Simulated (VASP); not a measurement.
# SnSe2 (C2/m) in VASP: a series of runs

The runs below take SnSe2 through single point, with PBEsol.

Program: VASP 6.6.1. These are calculated values, not measurements. Logs are shortened: lines on timing, memory, paths and dates and some standing lists are left out, and cuts for length are marked.

### 1 The cell of the first run

Symmetry: C2/m, No. 12, monoclinic system. Conventional cell: a = 6.353 Å, b = 3.811 Å, c = 6.137 Å, α = 90.00°, β = 90.00°, γ = 90.00°. Within 3.4 Å of Sn (site symmetry 2/m) lie 6 Se at 2.62 to 2.67 Å. Within 3.4 Å of Se (site symmetry m) lie 3 Sn at 2.62 to 2.67 Å.

### 2 Single point, PBEsol (strain -0.0375 x Voigt [0, 1, 0, 0, 0, 0])

The input, INCAR:

```
ALGO     = Normal         # electronic algorithm
EDIFF    = 1E-6           # SCF threshold, eV
ENCUT    = 520            # plane-wave cutoff, eV
GGA      = PS             # functional
ISIF     = 2              # what is computed and relaxed
ISMEAR   = 0              # smearing method
LASPH    = True           # aspherical terms in the spheres
LCHARG   = True           # write CHGCAR
LELF     = True           # ELF
LREAL    = False          # projectors in reciprocal space
LVHAR    = True         
LWAVE    = False          # write WAVECAR
NBANDS   = 20             # bands
NELM     = 100            # most SCF steps
PREC     = Accurate       # precision mode
SIGMA    = 0.05           # smearing width, eV
```

The input, KPOINTS:

```
k-points
0
Gamma
  12 12 6
```

The input, POSCAR:

```
SnSe2
1.0
    3.8109987816      0.0000000000      0.0000000000
   -1.9054993908      3.1766559427      0.0000000000
    0.0000000000      0.0000000000      6.1370000000
Sn Se
1 2
Direct
    0.0000000000      0.0000000000      0.0000000000
    0.3333333333      0.6666666667      0.2500000000
    0.6666666667      0.3333333333      0.7500000000
```

Potentials or basis: VASP PAW PBE potentials, release 64 (Sn_d, Se).

Command:

```
$ cat potpaw_PBE.64/Sn_d/POTCAR potpaw_PBE.64/Se/POTCAR > POTCAR
$ mpirun -np 1 vasp_std > vasp.out
```

OUTCAR:

```text
EDIFF = 1E-6
   ENCUT = 520
   GGA = PS
   ISIF = 2
   ISMEAR = 0
   LASPH = True
   LREAL = False
   NELM = 100
   PREC = Accurate

 ion  position               nearest neighbor table
   1  0.000  0.000  0.000-   2 2.62   3 2.62   3 2.67   2 2.67   3 2.67   2 2.67
   2  0.333  0.667  0.250-   1 2.62   1 2.67   1 2.67
   3  0.667  0.333  0.750-   1 2.62   1 2.67   1 2.67

  Warning from LATTYP: Monoclinic adjustment (A1->A3, A2->A1, A3->A2)!
  LATTYP: Found a base centered orthorhombic cell.
 ALAT       =     3.8109987816
 B/A-ratio  =     1.6670989023
 C/A-ratio  =     1.6103390087

  Lattice vectors:

 A1 = (   1.9054993908,  -3.1766559427,   0.0000000000)
 A2 = (   1.9054993908,   3.1766559427,   0.0000000000)
 A3 = (   0.0000000000,   0.0000000000,   6.1370000000)

Analysis of symmetry for initial positions (statically):
=====================================================================
 Subroutine PRICEL returns:
 Original cell was already a primitive cell.

 Routine SETGRP: Setting up the symmetry group for a
 base centered orthorhombic supercell.

 Subroutine GETGRP returns: Found  4 space group operations
 (whereof  4 operations were pure point group operations)
 out of a pool of  8 trial point group operations.

The static configuration has the point symmetry C_2h.

Analysis of symmetry for dynamics (positions and initial velocities):
=====================================================================
 Subroutine PRICEL returns:
 Original cell was already a primitive cell.

 Routine SETGRP: Setting up the symmetry group for a
 base centered orthorhombic supercell.

 Subroutine GETGRP returns: Found  4 space group operations
 (whereof  4 operations were pure point group operations)
 out of a pool of  8 trial point group operations.

The dynamic configuration has the point symmetry C_2h.

 Subroutine INISYM returns: Found  4 space group operations
 (whereof  4 operations are pure point group operations),
 and found     1 'primitive' translations

----------------------------------------------------------------------------------------

                                     Primitive cell

  volume of cell :      74.2959

  direct lattice vectors                    reciprocal lattice vectors
[... 78 lines left out ...]
   NGXF,Y,Z  is equivalent  to a cutoff of  24.43, 25.13, 26.01 a.u.
 SYSTEM =  unknown system
   PREC   = accura    normal or accurate (medium, high low for compatibility)
   ISTART =      0    job   : 0-new  1-cont  2-samecut
   ICHARG =      2    charge: 1-file 2-atom 10-const
   ISPIN  =      1    spin polarized calculation?
   LNONCOLLINEAR =      F non collinear calculations
   LSORBIT =      F    spin-orbit coupling
   LASPH  =      T    aspherical Exc in radial PAW
   ENCUT  =  520.0 eV  38.22 Ry    6.18 a.u.   7.09  6.89 11.41*2*pi/ulx,y,z
   NELM   =    100;   NELMIN=  2; NELMDL= -5     # of ELM steps
   EDIFF  = 0.1E-05   stopping-criterion for ELM
   LREAL  =      F    real-space projection
   EDIFFG = 0.1E-04   stopping-criterion for IOM
   NSW    =      0    number of steps for IOM
   IBRION =     -1    ionic relax: 0-MD 1-quasi-New 2-CG
   NFREE  =      0    steps in history (QN), initial steepest desc. (CG)
   ISIF   =      2    stress and relaxation
   ISYM   =      2    0-nonsym 1-usesym 2-fastsym
   POTIM  = 0.5000    time-step for ionic-motion
   TEBEG  =    0.0;   TEEND  =   0.0 temperature during run
   PSTRESS=    0.0 pullay stress
   NELECT =      26.0000    total number of electrons
   NUPDOWN=      -1.0000    fix difference up-down
   EMIN   =  10.00;   EMAX   =-10.00  energy-range for DOS
   EFERMI =   0.00;   METHOD = LEGACY
   ISMEAR =     0;   SIGMA  =   0.05  broadening in eV -4-tet -1-fermi 0-gaus
   EFERMI_NEDOS =   21; number of points for ismear=-14 and -15
   IALGO  =     38    algorithm
   IMIX   =      4    mixing-type and parameters
     AMIX     =   0.40;   BMIX     =  1.00
     AMIX_MAG =   1.60;   BMIX_MAG =  1.00
  volume/ion in A,a.u.               =      24.77       167.12
  Fermi-wavevector in a.u.,A,eV,Ry     =   1.153659  2.180100 18.108399  1.330930
  Thomas-Fermi vector in A             =   2.290302
   LORBIT       =      0    0 simple, 1 ext, 2 COOP (PROOUT), +10 PAW based schemes
   GGA     = PS    functional components
   LHFCALC =     F    Hartree Fock is set to
   AEXX    =    0.0000 exact exchange contribution
   IVDW    =     0    specifies the selected vdW correction
   LEPSILON=     F    determine dielectric tensor
   LRPA    =     F    only Hartree local field effects (RPA)
 non-spin polarized calculation
 Gauss-broadening in eV      SIGMA  =   0.05
  energy-cutoff  :      520.00
  volume of cell :       74.30
 maximum number of plane-waves:      2028
   NGX = 15   NGY = 13   NGZ = 23

 number of electron      26.0000002 magnetization

 Free energy of the ion-electron system (eV)
  ---------------------------------------------------
  ext. energy  EPLUGINS =         0.00000000
  ---------------------------------------------------
  free energy    TOTEN  =       -12.87316720 eV

  energy without entropy =      -12.87316720  energy(sigma->0) =      -12.87316720

 E-fermi :   4.7938     XC(G=0):  -9.8135

 val. band max:        4.5019066254   @ k =   0.1667   0.0000   0.1667
 cond. band min:       5.0195142036   @ k =   0.0000   0.5000   0.3333
 fundamental gap:      0.5176075782
 Fermi energy:         4.7938131226

 k-point     1 :       0.0000    0.0000    0.0000
  band No.  band energies     occupation
      1     -16.7501      2.00000
      2     -16.7390      2.00000
      3     -16.6933      2.00000
      4     -16.6804      2.00000
      5     -16.6725      2.00000
      6      -9.8488      2.00000
[... 541 lines left out ...]
     19      13.6905      0.00000
     20      14.5883      0.00000

 [... further k-points ...]
[... 5 lines left out ...]
  --------------------------------------------------------------------------------------
  -------------------------------------------------------------------------------------
  Total        1.8025561      3.3183882      2.7481372      0.0000000      0.2530441      0.0000000
  in kB       38.8717645     71.5603826     59.2630341      0.0000000      5.4568464      0.0000000
  external PRESSURE =      56.5650604 kB  Pullay stress =       0.0000000 kB

 VOLUME and BASIS-vectors are now :
 -----------------------------------------------------------------------------
  energy-cutoff  :      520.00
  volume of cell :       74.30
      direct lattice vectors                 reciprocal lattice vectors
     3.810998782  0.000000000  0.000000000     0.262398405  0.157398223  0.000000000
    -1.905499391  3.176655943  0.000000000     0.000000000  0.314796446  0.000000000
     0.000000000  0.000000000  6.137000000     0.000000000  0.000000000  0.162946065

 POSITION                                       TOTAL-FORCE (eV/Angst)
 -----------------------------------------------------------------------------------
      0.00000      0.00000      0.00000        -0.000000      0.000000      0.000000
     -0.00000      2.11777      1.53425         0.000000      0.085062      0.853581
      1.90550      1.05889      4.60275         0.000000     -0.085062     -0.853581
 -----------------------------------------------------------------------------------
    total drift:                               -0.000000     -0.000000     -0.000000

  FREE ENERGIE OF THE ION-ELECTRON SYSTEM (eV)
  ---------------------------------------------------
  free  energy   TOTEN  =       -12.8731671989 eV

  energy  without entropy=      -12.8731671989  energy(sigma->0) =      -12.87316720
```

stdout:

```text
POSCAR found type information on POSCAR SnSe
 POSCAR found :  2 types and       3 ions
 scaLAPACK will be used
 -----------------------------------------------------------------------------
|                                                                             |
|                                                                             |
|     You enforced a specific xc type in the INCAR file but a different       |
|     I HOPE YOU KNOW WHAT YOU ARE DOING!                                     |
|                                                                             |
 -----------------------------------------------------------------------------

 LDA part: xc-table for (Slater+PW92), standard interpolation
 POSCAR, INCAR and KPOINTS ok, starting setup
 FFT: planning ... GRIDC
 FFT: planning ... GRID_SOFT
 FFT: planning ... GRID
 WAVECAR not read
 entering main loop
```

Wall time 97 s (1 thread of Intel Xeon 6975P-C (Granite Rapids), shared host); peak memory 0.45 GiB.

Results:

| Quantity | Value |
| --- | --- |
| Free energy | -12.8732 eV |
| Pressure | 5.7 GPa |
| Largest force | 0.858 eV/Å |
| Band gap on the k mesh | 0.52 eV, indirect (least direct gap 1.27 eV) |

Forces in eV/Å, atoms in the order of the input:
```
Sn   0.000  0.000  0.000
Se   0.000  0.085  0.854
Se   0.000 -0.085 -0.854
```

Stress tensor (GPa, compression positive):
```
3.89 0.00 0.00
0.00 7.16 0.55
0.00 0.55 5.93
```

Levels at points of the mesh, in eV from the valence-band top:
```
           k point  band 9  band 10  band 11  band 12  band 13  band 14  band 15  band 16  band 17  band 18
(0.00, 0.00, 0.00)   -0.75    -0.63    -0.44    -0.26    -0.13     1.24     2.91     4.49     4.97     7.92
(0.50, 0.00, 0.00)   -4.81    -3.23    -2.63    -1.43    -0.24     1.26     3.84     5.26     5.59     7.09
(0.00, 0.50, 0.00)   -4.80    -3.08    -3.02    -1.36    -0.51     0.87     3.43     5.14     5.21     7.22
(0.00, 0.00, 0.50)   -2.37    -0.84    -0.68    -0.29    -0.10     2.67     2.90     4.22     4.70     8.04
(0.50, 0.00, 0.50)   -5.26    -2.52    -2.17    -0.93    -0.63     0.81     4.11     4.68     5.54     6.48
(0.00, 0.50, 0.50)   -5.25    -2.85    -2.18    -1.02    -0.93     0.67     3.96     4.60     5.58     6.17
```

Caveat: the cell differs from its parent crystal (strain -0.0375 x Voigt [0, 1, 0, 0, 0, 0]); the PAW data sets were made with another functional, which shifts forces and pressure a little; spin-orbit coupling is left out, which moves the levels of the heavy elements; this functional lacks dispersion, which binds the layers, so the pressure and a relaxed spacing across them are unreliable. A k mesh can miss the band edges.

### 3 Single point, PBEsol (strain +0.0375 x Voigt [0, 1, 0, 0, 0, 0])

The input, INCAR:

```
SYSTEM = SnSe2
PREC = Accurate ; ENCUT = 520
EDIFF = 1E-6 ; ISMEAR = 0
SIGMA = 0.05 ; LREAL = .False.
LASPH = .True. ; NELM = 80
ALGO = Normal ; ISIF = 2
LWAVE = .False. ; LCHARG = .False.
GGA = PS ; NBANDS = 20
```

The input, KPOINTS:

```
Automatic mesh
0
Gamma
  12 12 6
  0 0 0
```

POSCAR: that of step 2 with these lines changed.

```diff
@@ -3,3 +3,3 @@
     3.8109987816      0.0000000000      0.0000000000
-   -1.9054993908      3.1766559427      0.0000000000
+   -1.9054993908      3.4241875746      0.0000000000
     0.0000000000      0.0000000000      6.1370000000
```

Potentials or basis: VASP PAW PBE potentials, release 64 (Sn_d, Se).

Command:

```
$ cat potpaw_PBE.64/Sn_d/POTCAR potpaw_PBE.64/Se/POTCAR > POTCAR
$ mpirun -np 1 vasp_std > vasp.out
```

It took 1.8 min on 1 thread of Intel Xeon 6975P-C (Granite Rapids), shared host; peak memory 0.47 GiB.

Results (log left out):

```
Free energy            : -12.9462 eV
Pressure               : -0.2 GPa
Largest force          : 0.313 eV/Å
Band gap on the k mesh : 0.44 eV, indirect (least direct gap 0.65 eV)
```

Forces in eV/Å, atoms in the order of the input:
```
Sn   0.000  0.000  0.000
Se   0.000 -0.025  0.312
Se   0.000  0.025 -0.312
```

Stress tensor (GPa, compression positive):
```
 0.23  0.00  0.00
 0.00 -2.36 -0.11
 0.00 -0.11  1.53
```

Levels at points of the mesh, in eV from the valence-band top:
```tsv
k point	band 10	band 11	band 12	band 13	band 14	band 15	band 16	band 17
(0.00, 0.00, 0.00)	-0.78	-0.68	-0.48	-0.03	0.62	2.55	4.20	4.50
(0.50, 0.00, 0.00)	-2.97	-2.76	-1.26	-0.50	0.80	3.38	5.07	5.21
(0.00, 0.50, 0.00)	-2.99	-2.55	-1.31	-0.28	1.14	3.74	5.31	5.38
(0.00, 0.00, 0.50)	-1.00	-0.88	-0.51	-0.32	2.03	2.48	3.92	4.22
(0.50, 0.00, 0.50)	-2.69	-1.98	-0.98	-0.91	0.63	3.93	4.67	5.76
(0.00, 0.50, 0.50)	-2.37	-2.02	-0.88	-0.67	0.74	4.12	4.69	5.71
```

Caveat: the cell differs from its parent crystal (strain +0.0375 x Voigt [0, 1, 0, 0, 0, 0]); the PAW data sets were made with another functional, which shifts forces and pressure a little; spin-orbit coupling is left out, which moves the levels of the heavy elements; this functional lacks dispersion, which binds the layers, so the pressure and a relaxed spacing across them are unreliable. A k mesh can miss the band edges.
